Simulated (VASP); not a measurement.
# Sn8HO16 (a cell with a defect) in VASP: further runs, part 2 of 2

VASP 6.6.1. The steps go on from the part before.

## Step 3: Single point, PBE

File INCAR:

```
SYSTEM = Sn8HO16
ALGO = Normal
EDIFF = 1E-6
ENCUT = 520
GGA = PE
ISIF = 2
ISMEAR = 0
LASPH = .TRUE.
LCHARG = .TRUE.
LELF = .TRUE.
LREAL = Auto
LVHAR = .TRUE.
LWAVE = .FALSE.
NBANDS = 122
NELECT = 208.0
NELM = 60
PREC = Accurate
SIGMA = 0.02
```

File KPOINTS:

```
k-points
0
G
  3 3 3
  0 0 0
```

File POSCAR:

```
Sn8HO16
1.0
   -4.8274195332     -4.8274195332      0.0000000000
    4.8274195332     -4.8274195332      0.0000000000
    0.0000000000      4.8274195332      6.4761384946
Sn O H
8 16 1
Direct
    0.5042647415      0.5010721456      0.0019900748
    0.7522922102      0.7490467910      0.4980077252
    0.9907299483      0.9967103691     -0.0115788135
    0.2523041356      0.2583106573      0.5115888122
    0.1334661670      0.5985898184      0.2500017567
    0.3743843199      0.8750064398      0.7498783425
    0.6157425228      0.1306156380      0.2499983596
    0.8744885717      0.3751108020      0.7501203077
    0.1969100660      0.5111694731      0.0029477442
    0.4439672574      0.7582248001      0.4970492837
    0.6914923049      0.0091718690      0.0012828632
    0.9402119893      0.2579006681      0.4987160177
    0.1364452025      0.2995489051      0.2500065435
    0.3879301062      0.5717469454      0.7548595516
    0.6571683458      0.8227659274      0.2500016022
    0.8830662255      0.0668695032      0.7451474369
    0.8118445880      0.4839391742      0.0025402483
    0.0593139638      0.7314256329      0.4974584782
    0.3011174283     -0.0149450124      0.0009496400
    0.5501597507      0.2341219609      0.4990475424
    0.0780025067      0.9174172234      0.2499500283
    0.3653942202      0.1815378153      0.7524627529
    0.6126022135      0.4335819328      0.2499960434
    0.8629255227      0.6790635248      0.7475306472
    0.9324797469      0.8990515357      0.2499335061
```

Potentials or basis: VASP PAW PBE potentials, release 64 (Sn_d, O, H).

The run is started by

```console
cat potpaw_PBE.64/Sn_d/POTCAR potpaw_PBE.64/O/POTCAR potpaw_PBE.64/H/POTCAR > POTCAR
mpirun -np 1 vasp_std > vasp.out
```

OUTCAR:

```text
SYSTEM = Sn8HO16
   EDIFF = 1E-6
   ENCUT = 520
   GGA = PE
   ISIF = 2
   ISMEAR = 0
   LASPH = .TRUE.
   LREAL = Auto
   NELECT = 208.0
   NELM = 60
   PREC = Accurate

 ion  position               nearest neighbor table
   1  0.504  0.501  0.002-  23 2.07  14 2.08  22 2.09  17 2.10   9 2.10  15 2.11   4 3.18   2 3.21
                             7 3.74   5 3.74
   2  0.752  0.749  0.498-  23 2.07  16 2.08  24 2.09  18 2.10  10 2.10  15 2.11   3 3.18   1 3.21
                             7 3.74   5 3.74
   3  0.991  0.997  0.988-  16 2.05  24 2.06  13 2.06  19 2.08  11 2.09  21 2.24   2 3.18   4 3.39
                             5 3.64   6 3.73   8 3.73
[... 1929 lines left out ...]
  in kB      -39.8857150    -61.2534566    -41.5918642    -21.7773786      0.0800210      0.0711808
  external PRESSURE =     -47.5770119 kB  Pullay stress =       0.0000000 kB

 VOLUME and BASIS-vectors are now :
 -----------------------------------------------------------------------------
  energy-cutoff  :      520.00
  volume of cell :      301.84
      direct lattice vectors                 reciprocal lattice vectors
    -4.827419533 -4.827419533  0.000000000    -0.103575005 -0.103575005  0.077206502
     4.827419533 -4.827419533  0.000000000     0.103575005 -0.103575005  0.077206502
     0.000000000  4.827419533  6.476138495     0.000000000  0.000000000  0.154413004

 POSITION                                       TOTAL-FORCE (eV/Angst)
 -----------------------------------------------------------------------------------
     -0.01541     -4.84358      0.01289         0.001896     -0.004255     -0.001934
     -0.01567     -4.84350      3.22517         0.005364     -0.000544      0.004438
      0.02887     -4.82268      6.40115        -0.005827      0.001462      0.028971
      0.02900      0.00470      3.31312        -0.010089     -0.002663     -0.028594
      2.24535     -2.32708      1.61905         0.000894      0.004328      0.000753
      2.41671     -2.41136      4.85632         0.001491      0.008630      0.006474
[... 17 lines left out ...]
     -0.88758     -3.83518      4.84111        -0.016570      0.020689     -0.008226
     -0.16137     -7.63504      1.61860         0.067494      0.085115      0.000006
 -----------------------------------------------------------------------------------
    total drift:                                0.009538      0.016304      0.006045

  FREE ENERGIE OF THE ION-ELECTRON SYSTEM (eV)
  ---------------------------------------------------
  free  energy   TOTEN  =      -159.9612482632 eV

  energy  without entropy=     -159.9612482632  energy(sigma->0) =     -159.96124826
```

OSZICAR:

```text
N       E                     dE             d eps       ncg     rms          rms(c)
DAV:   1     0.390550576758E+04    0.39055E+04   -0.87734E+04  3834   0.268E+03
DAV:   2     0.841251878982E+03   -0.30643E+04   -0.29210E+04  3440   0.867E+02
DAV:   3    -0.762311824866E+02   -0.91748E+03   -0.87764E+03  3772   0.328E+02
DAV:   4    -0.178670410178E+03   -0.10244E+03   -0.10033E+03  3996   0.121E+02
DAV:   5    -0.183144817651E+03   -0.44744E+01   -0.44284E+01  4024   0.252E+01    0.303E+01
DAV:   6    -0.159390754773E+03    0.23754E+02   -0.90295E+01  5336   0.714E+01    0.107E+01
DAV:   7    -0.160068598433E+03   -0.67784E+00   -0.10474E+01  3768   0.981E+00    0.665E+00
DAV:   8    -0.160065264079E+03    0.33344E-02   -0.18346E+00  4648   0.694E+00    0.209E+00
DAV:   9    -0.159954273850E+03    0.11099E+00   -0.59349E-01  4848   0.514E+00    0.304E-01
DAV:  10    -0.159960714734E+03   -0.64409E-02   -0.48295E-02  4080   0.845E-01    0.268E-01
DAV:  11    -0.159961250395E+03   -0.53566E-03   -0.21880E-03  5432   0.286E-01    0.128E-01
DAV:  12    -0.159961223060E+03    0.27335E-04   -0.15838E-03  4728   0.214E-01    0.296E-02
DAV:  13    -0.159961244589E+03   -0.21529E-04   -0.21744E-04  4144   0.638E-02    0.929E-03
DAV:  14    -0.159961247493E+03   -0.29036E-05   -0.22863E-05  3712   0.202E-02    0.632E-03
DAV:  15    -0.159961248616E+03   -0.11232E-05   -0.33318E-06  2872   0.146E-02    0.326E-03
DAV:  16    -0.159961248263E+03    0.35303E-06   -0.21375E-06  2448   0.803E-03
   1 F= -.15996125E+03 E0= -.15996125E+03  d E =-.309889E-37
```

stdout:

```text
POSCAR found type information on POSCAR SnO H
 POSCAR found :  3 types and      25 ions
 scaLAPACK will be used
 LDA part: xc-table for (Slater+PW92), standard interpolation
 POSCAR, INCAR and KPOINTS ok, starting setup
 FFT: planning ... GRIDC
 FFT: planning ... GRID_SOFT
 FFT: planning ... GRID
 WAVECAR not read
 entering main loop
 the old and the new charge density differ
 old charge density:   209.00000 new  208.00000
    0.303E+01
```

It took 34 min on 1 thread of Intel Xeon 8259CL, shared host; peak memory 0.62 GiB.

Results:

```yaml
Free_energy: -159.9612 eV
Largest_force: 0.109 eV/Å
```

Forces in eV/Å, atoms in the order of the input:
```
Sn   0.002 -0.004 -0.002
Sn   0.005 -0.001  0.004
Sn  -0.006  0.001  0.029
Sn  -0.010 -0.003 -0.029
Sn   0.001  0.004  0.001
Sn   0.001  0.009  0.006
Sn  -0.012 -0.004 -0.002
Sn   0.000  0.008 -0.003
O   -0.008 -0.013 -0.005
O   -0.008 -0.016  0.005
O   -0.012 -0.013  0.015
O   -0.013 -0.009 -0.014
O   -0.006  0.002  0.000
O    0.019 -0.023  0.010
O    0.008 -0.021  0.002
O    0.020 -0.022 -0.016
O    0.011  0.010  0.007
O    0.012  0.009 -0.007
O    0.005  0.012 -0.002
O    0.003  0.010 -0.001
O   -0.044 -0.073  0.003
O   -0.014  0.018  0.005
O   -0.008  0.011  0.000
O   -0.017  0.021 -0.008
H    0.067  0.085  0.000
```

Caveat: the cell carries a net charge on a neutralising background, which shifts energy and pressure; the cell is charged against a uniform background, so pressure and absolute levels hang on convention.
